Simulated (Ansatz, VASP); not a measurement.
## Ga2GeO3: VASP beside Ansatz

```
CELL_PARAMETERS angstrom
3.07461 0.00000 0.00000
0.00000 3.07461 0.00000
0.00000 0.00000 7.70366
ATOMIC_POSITIONS crystal
Ga 0.00000 0.50000 0.65746
Ga 0.50000 0.00000 0.34254
Ge 0.00000 0.00000 0.00000
O 0.50000 0.50000 0.00000
O 0.00000 0.50000 0.39297
O 0.50000 0.00000 0.60703
```

Change from the starting cell: species swapped into the Zr2CuSb3 type (P-4m2, No. 115).

Alike in both runs: functional PBE; k mesh 6 × 6 × 4; occupations gaussian, width 0.1 eV; no spin polarisation.

Ansatz relaxed the structure, and its values are those at the end. VASP's run is a single point on that final structure, the one shown.

|  | VASP | Ansatz |
| --- | --- | --- |
| version | VASP 6.6.1 | Ansatz 0.2.0 |
| potentials or method | VASP PAW PBE potentials, release 64 (Ga_d, Ge_d, O_h), cutoff 910 eV | scalar-relativistic, plane waves, PAW |
| valence electrons in the cell | 58 | 58 |

|  | VASP | Ansatz | Ansatz less VASP |
| --- | --- | --- | --- |
| gap on the k mesh at the Fermi level (eV) | none | none | - |
| rms of the force components (eV/Å) | 0.023 | 0.004 | -0.0190 |

A gap of «none» marks a metal or a gap that the smearing closes. The functional is the same, so the differences come from potentials, cutoffs and numerics.

Noted on VASP's run: the cutoff is short for stress, so the pressure is rough.
